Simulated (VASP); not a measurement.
# SnO (Imm2) in VASP: single point with PBE

Aim: the single point of SnO with PBE.

Program: VASP 6.6.1. These are calculated values, not measurements. Logs are shortened: lines on timing, memory, paths and dates and some standing lists are left out, and cuts for length are marked.

### 1 The cell of the first run

It takes space group Imm2 (No. 44, orthorhombic). Conventional cell: a = 3.821 Å, b = 3.839 Å, c = 5.416 Å, α = 90.00°, β = 90.00°, γ = 90.00°. Within 3.1 Å of Sn (site symmetry mm2) lie 4 O at 2.34 to 2.35 Å. Within 3.1 Å of O (site symmetry mm2) lie 4 Sn at 2.34 to 2.35 Å.

### 2 Single point, PBE (shear xy strain +0.5%)

File INCAR:

```
  PREC = Accurate
  ENCUT = 520
  EDIFF = 1E-6
  ISMEAR = -1
  SIGMA = 0.02
  LREAL = False
  LASPH = True
  NELM = 60
  ALGO = Normal
  ISIF = 2
  LWAVE = False
  LCHARG = False
  GGA = PE
  NBANDS = 17
```

File KPOINTS:

```
Automatic mesh
0
Gamma
  8 8 8
```

File POSCAR:

```
SnO
1.0
    0.0060934831      2.7082147278      2.7082147278
    2.7082147278      0.0060934831      2.7082147278
    2.7143082110      2.7143082110      0.0000000001
Sn O
1 1
Direct
    0.0010670960      0.0010670960     -0.0010670960
    0.2489329040      0.2489329040      0.2510670960
```

Potentials or basis: VASP PAW PBE potentials, release 64 (Sn_d, O).

Started as:

```
$ cat potpaw_PBE.64/Sn_d/POTCAR potpaw_PBE.64/O/POTCAR > POTCAR
$ mpirun -np 1 vasp_std > vasp.out
```

OUTCAR:

```text
PREC = Accurate
   ENCUT = 520
   EDIFF = 1E-6
   ISMEAR = -1
   LREAL = False
   LASPH = True
   NELM = 60
   ISIF = 2
   GGA = PE

 ion  position               nearest neighbor table
   1  0.001  0.001  0.999-   2 2.34   2 2.34   2 2.35   2 2.35
   2  0.249  0.249  0.251-   1 2.34   1 2.34   1 2.35   1 2.35

  LATTYP: Found a body centered orthorhombic cell.
 ALAT       =     3.8213765114
 B/A-ratio  =     1.0045101478
 C/A-ratio  =     1.4174027184

  Lattice vectors:

 A1 = (   2.7082147279,   0.0060934832,  -2.7082147277)
 A2 = (  -2.7082147278,  -0.0060934831,  -2.7082147278)
 A3 = (   0.0060934831,   2.7082147278,   2.7082147278)

Analysis of symmetry for initial positions (statically):
=====================================================================
 Subroutine PRICEL returns:
 Original cell was already a primitive cell.

 Routine SETGRP: Setting up the symmetry group for a
 body centered orthorhombic supercell.

 Subroutine GETGRP returns: Found  4 space group operations
 (whereof  4 operations were pure point group operations)
 out of a pool of  8 trial point group operations.

The static configuration has the point symmetry C_2v.

Analysis of symmetry for dynamics (positions and initial velocities):
=====================================================================
 Subroutine PRICEL returns:
 Original cell was already a primitive cell.

 Routine SETGRP: Setting up the symmetry group for a
 body centered orthorhombic supercell.

 Subroutine GETGRP returns: Found  4 space group operations
 (whereof  4 operations were pure point group operations)
 out of a pool of  8 trial point group operations.

The dynamic configuration has the point symmetry C_2v.

 Subroutine INISYM returns: Found  4 space group operations
 (whereof  4 operations are pure point group operations),
 and found     1 'primitive' translations

----------------------------------------------------------------------------------------

                                     Primitive cell

  volume of cell :      39.7262

  direct lattice vectors                    reciprocal lattice vectors
     0.006093483  2.708214728  2.708214728    -0.185039809  0.185039809  0.184623470
     2.708214728  0.006093483  2.708214728     0.185039809 -0.185039809  0.184623470
     2.714308211  2.714308211  0.000000000     0.184209000  0.184209000 -0.184623470
[... 80 lines left out ...]
   LSORBIT =      F    spin-orbit coupling
   LASPH  =      T    aspherical Exc in radial PAW
   ENCUT  =  520.0 eV  38.22 Ry    6.18 a.u.   7.12  7.12  7.14*2*pi/ulx,y,z
   NELM   =     60;   NELMIN=  2; NELMDL= -5     # of ELM steps
   EDIFF  = 0.1E-05   stopping-criterion for ELM
   LREAL  =      F    real-space projection
   EDIFFG = 0.1E-04   stopping-criterion for IOM
   NSW    =      0    number of steps for IOM
   IBRION =     -1    ionic relax: 0-MD 1-quasi-New 2-CG
   NFREE  =      0    steps in history (QN), initial steepest desc. (CG)
   ISIF   =      2    stress and relaxation
   ISYM   =      2    0-nonsym 1-usesym 2-fastsym
   POTIM  = 0.5000    time-step for ionic-motion
   TEBEG  =    0.0;   TEEND  =   0.0 temperature during run
   PSTRESS=    0.0 pullay stress
   NELECT =      20.0000    total number of electrons
   NUPDOWN=      -1.0000    fix difference up-down
   EMIN   =  10.00;   EMAX   =-10.00  energy-range for DOS
   EFERMI =   0.00;   METHOD = LEGACY
   ISMEAR =    -1;   SIGMA  =   0.02  broadening in eV -4-tet -1-fermi 0-gaus
   EFERMI_NEDOS =   21; number of points for ismear=-14 and -15
   IALGO  =     38    algorithm
   IMIX   =      4    mixing-type and parameters
     AMIX     =   0.40;   BMIX     =  1.00
     AMIX_MAG =   1.60;   BMIX_MAG =  1.00
  volume/ion in A,a.u.               =      19.86       134.04
  Fermi-wavevector in a.u.,A,eV,Ry     =   1.302344  2.461074 23.076849  1.696101
  Thomas-Fermi vector in A             =   2.433418
   LORBIT       =      0    0 simple, 1 ext, 2 COOP (PROOUT), +10 PAW based schemes
   GGA     = PE    functional components
   LHFCALC =     F    Hartree Fock is set to
   AEXX    =    0.0000 exact exchange contribution
   IVDW    =     0    specifies the selected vdW correction
   LEPSILON=     F    determine dielectric tensor
   LRPA    =     F    only Hartree local field effects (RPA)
 non-spin polarized calculation
  energy-cutoff  :      520.00
  volume of cell :       39.73
 maximum number of plane-waves:      1090
   NGX = 15   NGY = 15   NGZ = 15

 number of electron      19.9999998 magnetization

 Free energy of the ion-electron system (eV)
  ---------------------------------------------------
  ext. energy  EPLUGINS =         0.00000000
  ---------------------------------------------------
  free energy    TOTEN  =       -10.44499990 eV

  energy without entropy =      -10.44435274  energy(sigma->0) =      -10.44467632

 E-fermi :   6.1644     XC(G=0):  -9.6545

 val. band max:        6.0849479228   @ k =  -0.3750   0.1250   0.5000
 cond. band min:       6.1752106326   @ k =  -0.2500   0.5000   0.2500
 fundamental gap:      0.0902627097
 Fermi energy:         6.1643839768

 k-point     1 :       0.0000    0.0000    0.0000
  band No.  band energies     occupation
      1     -15.6281      2.00000
      2     -15.6280      2.00000
      3     -15.6276      2.00000
      4     -15.5821      2.00000
      5     -15.5821      2.00000
      6     -12.8303      2.00000
[... 457 lines left out ...]
      4     -15.5873      2.00000
      5     -15.5743      2.00000
      6     -12.5472      2.00000
[... 9 lines left out ...]
     16      18.1622      0.00000
     17      18.9222      0.00000

 [... further k-points ...]

------------------------ aborting loop because EDIFF is reached ----------------------------------------

  FORCE on cell =-STRESS in cart. coord.  units (eV):
  Direction    XX          YY          ZZ          XY          YZ          ZX
  --------------------------------------------------------------------------------------
  -------------------------------------------------------------------------------------
  Total        0.6062688      0.6062688      0.6077302      0.0859547      0.0000000      0.0000000
  in kB       24.4511162     24.4511162     24.5100584      3.4665948      0.0000000      0.0000000
  external PRESSURE =      24.4707636 kB  Pullay stress =       0.0000000 kB

 VOLUME and BASIS-vectors are now :
 -----------------------------------------------------------------------------
  energy-cutoff  :      520.00
  volume of cell :       39.73
      direct lattice vectors                 reciprocal lattice vectors
     0.006093483  2.708214728  2.708214728    -0.185039809  0.185039809  0.184623470
     2.708214728  0.006093483  2.708214728     0.185039809 -0.185039809  0.184623470
     2.714308211  2.714308211  0.000000000     0.184209000  0.184209000 -0.184623470

 POSITION                                       TOTAL-FORCE (eV/Angst)
 -----------------------------------------------------------------------------------
      2.71431      2.71431      0.00578        -0.000000     -0.000000      0.002018
      1.35715      1.35715      1.34833         0.000000      0.000000     -0.002018
 -----------------------------------------------------------------------------------
    total drift:                                0.000003      0.000003     -0.000051

  FREE ENERGIE OF THE ION-ELECTRON SYSTEM (eV)
  ---------------------------------------------------
  free  energy   TOTEN  =       -10.4449998980 eV

  energy  without entropy=      -10.4443527363  energy(sigma->0) =      -10.44467632
```

stdout:

```text
POSCAR found type information on POSCAR SnO
 POSCAR found :  2 types and       2 ions
 scaLAPACK will be used
 LDA part: xc-table for (Slater+PW92), standard interpolation
 POSCAR, INCAR and KPOINTS ok, starting setup
 FFT: planning ... GRIDC
 FFT: planning ... GRID_SOFT
 FFT: planning ... GRID
 WAVECAR not read
 entering main loop
```

Wall time 98 s (1 thread of Intel Xeon 8259CL, shared host); peak memory 0.2 GiB.

What came out:

```
Free energy            : -10.4450 eV
Pressure               : 2.4 GPa
Band gap on the k mesh : zero (bands 10 and 11 overlap by 0.19 eV)
```

Forces in eV/Å, atoms in the order of the input:
```
Sn   0.000  0.000  0.002
O    0.000  0.000 -0.002
```

Stress tensor (GPa, compression positive):
```
2.45 0.35 0.00
0.35 2.45 0.00
0.00 0.00 2.45
```

Caveat: the cell differs from its parent crystal (shear xy strain +0.5%); semilocal functionals underestimate gaps, so a narrow gap can read as zero; spin-orbit coupling is left out, which moves the levels of the heavy elements.
